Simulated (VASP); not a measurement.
ZrB2, 3 atoms in the cell. The structure is hexagonal, space group P6/mmm (No. 191). The conventional cell has a = 3.154 Å, b = 3.154 Å, c = 3.508 Å, α = 90.00°, β = 90.00°, γ = 120.00°. Within 3.3 Å of Zr (site symmetry 6/mmm) lie 12 B at 2.53 Å and 6 Zr at 3.15 Å. Within 2.4 Å of B (site symmetry -6m2) lie 3 B at 1.82 Å. 

```yaml
Program: VASP 6.6.1
Task: single point
Functional: PBEsol
Potentials_or_basis: VASP PAW PBE potentials, release 64 (Zr_sv, B)
Cutoff: 520 eV
k_mesh: 12 × 12 × 10
Occupations: gaussian, width 0.1 eV
Spin: no spin polarisation
Dipole_correction: no
Further_INCAR_settings: ALGO = Normal; EDIFF = 1e-06; NBANDS = 16
```

Potentials or basis: VASP PAW PBE potentials, release 64 (Zr_sv, B).

The run is started by

```bash
$ cat potpaw_PBE.64/Zr_sv/POTCAR potpaw_PBE.64/B/POTCAR > POTCAR
$ mpirun -np 1 vasp_std > vasp.out
```

Hardware: 1 thread of Intel(R) Xeon(R) Platinum 8559C (Emerald Rapids) (shared host).

Question: Estimate the wall time of this run.

Answer: It took 21 s on 1 thread of Intel(R) Xeon(R) Platinum 8559C (Emerald Rapids), with other jobs on the host, peak memory 0.18 GiB. Counts: scf iterations 13, k points 114.
